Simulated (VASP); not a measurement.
# SrTiO3 (Pm-3m) in VASP: dielectric tensor with r2SCAN

Aim: the dielectric tensor of SrTiO3 with r2SCAN.

All numbers are computed with VASP 6.6.1; they aren't measurements. Logs are shortened: lines on timing, memory, paths and dates and some standing lists are left out, and cuts for length are marked.

## 1. The cell of the first run

The structure is cubic, space group Pm-3m (No. 221). Conventional cell: a = 3.946 Å, b = 3.946 Å, c = 3.946 Å, α = 90.00°, β = 90.00°, γ = 90.00°. Sr (site symmetry m-3m) has 12 O at 2.79 Å and 8 Ti at 3.42 Å within 3.7 Å. Within 2.6 Å of Ti (site symmetry m-3m) lie 6 O at 1.97 Å. Within 2.6 Å of O (site symmetry 4/mmm) lie 2 Ti at 1.97 Å.

## 2. Dielectric tensor, r2SCAN (strain +1.0%)

Contents of INCAR:

```
SYSTEM = SrTiO3
PREC = Accurate
ENCUT = 520
EDIFF = 1E-8
ISMEAR = 0
SIGMA = 0.01
LREAL = .FALSE.
LASPH = .TRUE.
NELM = 80
ALGO = Normal
ISIF = 2
LWAVE = .FALSE.
LCHARG = .FALSE.
METAGGA = R2SCAN
LMIXTAU = .TRUE.
LCALCEPS = .TRUE.
```

Contents of KPOINTS:

```
Automatic mesh
0
G
  6 6 6
  0 0 0
```

Contents of POSCAR:

```
SrTiO3
1.0
    3.9459200166      0.0000000000      0.0000000000
    0.0000000000      3.9459200166      0.0000000000
    0.0000000000      0.0000000000      3.9459200166
Sr Ti O
1 1 3
Direct
    0.0000000000      0.0000000000      0.0000000000
    0.5000000000      0.5000000000      0.5000000000
    0.5000000000      0.5000000000      0.0000000000
    0.5000000000      0.0000000000      0.5000000000
    0.0000000000      0.5000000000      0.5000000000
```

Potentials or basis: VASP PAW PBE potentials, release 64 (Sr_sv, Ti_sv, O).

The run is started by

```console
$ cat potpaw_PBE.64/Sr_sv/POTCAR potpaw_PBE.64/Ti_sv/POTCAR potpaw_PBE.64/O/POTCAR > POTCAR
$ mpirun -np 1 vasp_std > vasp.out
```

OUTCAR:

```text
SYSTEM = SrTiO3
   PREC = Accurate
   ENCUT = 520
   EDIFF = 1E-8
   ISMEAR = 0
   LREAL = .FALSE.
   LASPH = .TRUE.
   NELM = 80
   ISIF = 2
   METAGGA = R2SCAN

 ion  position               nearest neighbor table
   1  0.000  0.000  0.000-   3 2.79   4 2.79   5 2.79   4 2.79   5 2.79   3 2.79   5 2.79   5 2.79
                             3 2.79   4 2.79   4 2.79   3 2.79   2 3.42   2 3.42   2 3.42   2 3.42
   2  0.500  0.500  0.500-   3 1.97   4 1.97   5 1.97   3 1.97   4 1.97   5 1.97   1 3.42   1 3.42
                             1 3.42   1 3.42   1 3.42   1 3.42   1 3.42   1 3.42
   3  0.500  0.500  0.000-   2 1.97   2 1.97   1 2.79   1 2.79   1 2.79   1 2.79
   4  0.500  0.000  0.500-   2 1.97   2 1.97   1 2.79   1 2.79   1 2.79   1 2.79
   5  0.000  0.500  0.500-   2 1.97   2 1.97   1 2.79   1 2.79   1 2.79   1 2.79

  LATTYP: Found a simple cubic cell.
 ALAT       =     3.9459200166

  Lattice vectors:

 A1 = (   3.9459200166,   0.0000000000,   0.0000000000)
 A2 = (   0.0000000000,   3.9459200166,   0.0000000000)
 A3 = (   0.0000000000,   0.0000000000,   3.9459200166)

Analysis of symmetry for initial positions (statically):
=====================================================================
 Subroutine PRICEL returns:
 Original cell was already a primitive cell.

 Routine SETGRP: Setting up the symmetry group for a
 simple cubic supercell.

 Subroutine GETGRP returns: Found 48 space group operations
 (whereof 48 operations were pure point group operations)
 out of a pool of 48 trial point group operations.

The static configuration has the point symmetry O_h .

Analysis of symmetry for dynamics (positions and initial velocities):
=====================================================================
 Subroutine PRICEL returns:
 Original cell was already a primitive cell.

 Routine SETGRP: Setting up the symmetry group for a
 simple cubic supercell.

 Subroutine GETGRP returns: Found 48 space group operations
 (whereof 48 operations were pure point group operations)
 out of a pool of 48 trial point group operations.

The dynamic configuration has the point symmetry O_h .

 Subroutine INISYM returns: Found 48 space group operations
 (whereof 48 operations are pure point group operations),
 and found     1 'primitive' translations

----------------------------------------------------------------------------------------

                                     Primitive cell

  volume of cell :      61.4391
[... 152 lines left out ...]
  band No.  band energies     occupation
      1     -55.2203      2.00000
      2     -30.3960      2.00000
      3     -30.3960      2.00000
      4     -30.3960      2.00000
      5     -30.3726      2.00000
      6     -14.7085      2.00000
[... 637 lines left out ...]
     23   10000.0000      0.00000
     24   10000.0000      0.00000

 [... further k-points ...]

------------------------ aborting loop because EDIFF is reached ----------------------------------------

            Ionic dipole moment: p[ion]=(   -47.35104   -47.35104   -47.35104 ) |e| Angst

 Total electronic dipole moment: p[elc]=(    -0.00000    -0.00000     0.01574 ) |e| Angst

 MACROSCOPIC STATIC DIELECTRIC TENSOR (including local field effects)
 ------------------------------------------------------
           5.635788     0.000000    -0.000000
           0.000000     5.635788     0.000000
          -0.000000    -0.000000     5.635788
 ------------------------------------------------------

 PIEZOELECTRIC TENSOR (including local field effects) (e Angst)
          XX          YY          ZZ          XY          YZ          ZX
  --------------------------------------------------------------------------------
  x     0.00000     0.00000     0.00000     0.00000     0.00000     0.00000
  y     0.00000     0.00000     0.00000     0.00000     0.00000     0.00000
  z     0.00000     0.00000     0.00000     0.00000     0.00000     0.00000

 PIEZOELECTRIC TENSOR (including local field effects) (C/m^2)
          XX          YY          ZZ          XY          YZ          ZX
  --------------------------------------------------------------------------------
  x     0.00000     0.00000     0.00000     0.00000     0.00000     0.00000
  y     0.00000     0.00000     0.00000     0.00000     0.00000     0.00000
  z     0.00000     0.00000     0.00000     0.00000     0.00000     0.00000

 BORN EFFECTIVE CHARGES (including local field effects) (in |e|, cummulative output)
 ---------------------------------------------------------------------------------
 ion    1
    1     2.49460     0.00000     0.00000
    2     0.00000     2.49460     0.00000
    3     0.00000     0.00000     2.49460
 ion    2
    1     7.10817     0.00000    -0.00000
    2    -0.00000     7.10817    -0.00000
    3    -0.00000    -0.00000     7.10817
 ion    3
    1    -1.96720    -0.00000    -0.00000
    2    -0.00000    -1.96720    -0.00000
    3     0.00000    -0.00000    -5.66838
 ion    4
    1    -1.96720    -0.00000    -0.00000
    2     0.00000    -5.66838     0.00000
    3    -0.00000     0.00000    -1.96720
 ion    5
    1    -5.66838     0.00000    -0.00000
    2    -0.00000    -1.96720    -0.00000
    3    -0.00000    -0.00000    -1.96720

  FORCE on cell =-STRESS in cart. coord.  units (eV):
  Direction    XX          YY          ZZ          XY          YZ          ZX
  --------------------------------------------------------------------------------------
  -------------------------------------------------------------------------------------
  Total       -1.7066935     -1.7066935     -1.7066935     -0.0000000     -0.0000000      0.0000000
  in kB      -44.5062784    -44.5062784    -44.5062784     -0.0000000     -0.0000000      0.0000000
  external PRESSURE =     -44.5062784 kB  Pullay stress =       0.0000000 kB

 VOLUME and BASIS-vectors are now :
 -----------------------------------------------------------------------------
  energy-cutoff  :      520.00
  volume of cell :       61.44
      direct lattice vectors                 reciprocal lattice vectors
     3.945920017  0.000000000  0.000000000     0.253426323  0.000000000  0.000000000
     0.000000000  3.945920017  0.000000000     0.000000000  0.253426323  0.000000000
     0.000000000  0.000000000  3.945920017     0.000000000  0.000000000  0.253426323

 POSITION                                       TOTAL-FORCE (eV/Angst)
 -----------------------------------------------------------------------------------
      0.00000      0.00000      0.00000         0.000000      0.000000      0.000000
      1.97296      1.97296      1.97296         0.000000      0.000000      0.000000
      1.97296      1.97296      0.00000         0.000000      0.000000      0.000000
      1.97296      0.00000      1.97296         0.000000      0.000000      0.000000
      0.00000      1.97296      1.97296         0.000000      0.000000      0.000000
 -----------------------------------------------------------------------------------
    total drift:                                0.000000      0.000000     -0.000000

  FREE ENERGIE OF THE ION-ELECTRON SYSTEM (eV)
  ---------------------------------------------------
  free  energy   TOTEN  =       -63.3108934504 eV

  energy  without entropy=      -63.3108934504  energy(sigma->0) =      -63.31089345
```

OSZICAR:

```text
N       E                     dE             d eps       ncg     rms          rms(c)
DAV:   1     0.440933385465E+03    0.44093E+03   -0.22565E+04   960   0.190E+03
[... 13 lines left out ...]
DMP:  14    -0.633108932902E+02   -0.10407E-06   -0.73359E-07   960   0.680E-07   0.222E-06
DMP:  15    -0.633108933542E+02   -0.63933E-07   -0.44974E-07   960   0.414E-07   0.137E-06
DMP:  16    -0.633108933934E+02   -0.39267E-07   -0.28095E-07   960   0.261E-07   0.849E-07
DMP:  17    -0.633108934182E+02   -0.24796E-07   -0.17902E-07   960   0.169E-07   0.536E-07
DMP:  18    -0.633108934339E+02   -0.15638E-07   -0.11558E-07   960   0.112E-07   0.341E-07
DMP:  19    -0.633108934440E+02   -0.10136E-07   -0.76481E-08   960   0.792E-08   0.216E-07
DMP:  20    -0.633108934504E+02   -0.64083E-08   -0.52943E-08   960   0.625E-08   0.135E-07
   1 F= -.63310893E+02 E0= -.63310893E+02  d E =-.151480-162
```

Wall time 78 min (1 thread of Intel Xeon 8259CL, shared host); peak memory 0.39 GiB.

What came out:

```
Band gap on the k mesh                  : 2.21 eV (least direct gap 2.60 eV)
Electronic dielectric tensor (diagonal) : 5.64
Born charges (mean of the diagonal)     : Sr +2.49; Ti +7.11; O -3.20 e
```

Electronic dielectric tensor:
```
5.64 0.00 0.00
0.00 5.64 0.00
0.00 0.00 5.64
```

Born effective charge tensors (e):
atom 1, Sr
```
2.49 0.00 0.00
0.00 2.49 0.00
0.00 0.00 2.49
```
atom 2, Ti
```
7.11 0.00 0.00
0.00 7.11 0.00
0.00 0.00 7.11
```
atom 3, O
```
-1.97  0.00  0.00
 0.00 -1.97  0.00
 0.00  0.00 -5.67
```
atom 4, O
```
-1.97  0.00  0.00
 0.00 -5.67  0.00
 0.00  0.00 -1.97
```
atom 5, O
```
-5.67  0.00  0.00
 0.00 -1.97  0.00
 0.00  0.00 -1.97
```

Dipole moments of the cell (e·Å, modulo the quantum): ionic -47.351, -47.351, -47.351; electronic 0.000, 0.000, 0.016

Caveat: the cell differs from its parent crystal (strain +1.0%); the PAW data sets were made with another functional, which shifts forces and pressure a little.
